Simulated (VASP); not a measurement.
# O2: single point with PBEsol

O2, in a box:

```
CELL_PARAMETERS angstrom
9.00000 0.00000 0.00000
0.00000 9.50000 0.00000
0.00000 0.00000 10.00000
ATOMIC_POSITIONS crystal
O 0.50000 0.50000 0.43951
O 0.50000 0.50000 0.56049
```

```json
{
 "Program": "VASP 6.6.1",
 "Task": "single point",
 "Functional": "PBEsol",
 "Potentials or basis": "VASP PAW PBE potentials, release 64 (O)",
 "Cutoff": "520 eV",
 "k mesh": "1 × 1 × 1",
 "Occupations": "fermi-dirac, width 0.05 eV",
 "Spin": "collinear spin, ferromagnetic start",
 "Starting moments": "[1.0, 1.0] μB"
}
```

| Property | Result |
| --- | --- |
| Largest force | 1.395 eV/Å |
| Gap between the frontier levels | 2.26 eV |
| Net moment | 2.00 μB per cell |
| Site moments | O +0.81 μB |
| Valence electrons inside the program's atomic spheres | O 4.92 |

Forces on the atoms (eV/Å):
```
O    0.000  0.000 -1.395
O    0.000  0.000  1.395
```

Levels at points of the mesh, in eV from the valence-band top:
Spin up:
```csv
k point,band 5,band 6,band 7,band 8,band 9,band 10
"(0.00, 0.00, 0.00)",-6.74,0.00,0.00,6.36,7.58,7.91
```
Spin down:
```csv
k point,band 2,band 3,band 4,band 5,band 6,band 7,band 8,band 9
"(0.00, 0.00, 0.00)",-11.80,-5.71,-4.92,-4.92,2.26,2.26,6.47,7.80
```

Wall time 47 s on 1 thread of AMD EPYC 9R45 (Zen 5), with other jobs on the host, peak memory 0.99 GiB.

Caveat: the standard files for N, O and F lose accuracy on very short bonds; the PAW data sets were made with another functional, which shifts forces and pressure a little.
